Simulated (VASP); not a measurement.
Runs of VASP 6.6.1 on HfB3. The structure is that of space group P6/mmm (No. 191), or close to it. The cells are those of the table. 

```tsv
task	cell	k mesh	cutoff (eV)	gap on the mesh (eV)	pressure (GPa)	relaxed volume (Å³/atom)
single point	a = 3.996, b = 3.996, c = 4.697 Å, angles 90.0, 90.0, 120.0°, 4 atoms	6 × 6 × 4	520	none	0.5	-
relaxation of cell and atoms	relaxed from a = 2.982, b = 2.982, c = 5.774 Å, angles 90.0, 90.0, 120.0°, 4 atoms	6 × 6 × 4	600	none	-0.3	16.38
single point	a = 2.982, b = 2.982, c = 5.774 Å, angles 90.0, 90.0, 120.0°, 4 atoms	6 × 6 × 4	520	none	(b)	-
relaxation of cell and atoms	relaxed from a = 3.996, b = 3.996, c = 4.697 Å, angles 90.0, 90.0, 120.0°, 4 atoms	12 × 12 × 10	600	none	0.0	(a)
single point	a = 3.996, b = 3.996, c = 4.623 Å, angles 90.0, 90.0, 120.0°, 4 atoms	12 × 12 × 10	520	none	0.6	-
```

Alike in all rows: level PBE; potentials or basis VASP PAW PBE potentials, release 64 (Hf_pv, B); no spin polarisation; smearing gaussian 0.1 eV.

Problem. Estimate the missing entries.

Solution. (a) 16.10; (b) 157.1.

Caveats: some runs use coarse meshes; spin-orbit coupling is left out, which moves the levels of the heavy elements; the volume moved by over 15 % at a fixed basis, so the end points are rough (some runs).

A k mesh can miss the band edges, and the runs leave out spin-orbit coupling on Hf.

A gap of «none» marks levels without a gap at the run's occupations.
